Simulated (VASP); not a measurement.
A run of VASP 6.6.1 is set up as follows.

INCAR

```
PREC = Accurate
ENCUT = 520
EDIFF = 1E-6
ISMEAR = 0
SIGMA = 0.1
LREAL = False
LASPH = True
NELM = 80
ALGO = Normal
ISIF = 2
LWAVE = False
LCHARG = False
GGA = PE
NBANDS = 13
```

Contents of KPOINTS:

```
regular mesh
0
Gamma
  24 24 24
```

The input POSCAR:

```
W
1.0
   -1.5918756831      1.5918756831      1.5918756831
    1.5918756831     -1.5918756831      1.5918756831
    1.5918756831      1.5918756831     -1.5918756831
W
1
Direct
    0.0000000000      0.0000000000      0.0000000000
```

Potentials or basis: VASP PAW PBE potentials, release 64 (W_sv).

Launch:

```sh
$ cat potpaw_PBE.64/W_sv/POTCAR > POTCAR
$ mpirun -np 1 vasp_std > vasp.out
```

**Question.** Estimate the pressure.

**Answer.** 0.5 GPa.

**Question.** Estimate the band gap on the k mesh.

**Answer.** Zero (band 7 reaches 16.22 eV, above the bottom of band 8 at 9.99 eV).

Caveat: spin-orbit coupling is left out, which moves the levels of the heavy elements.
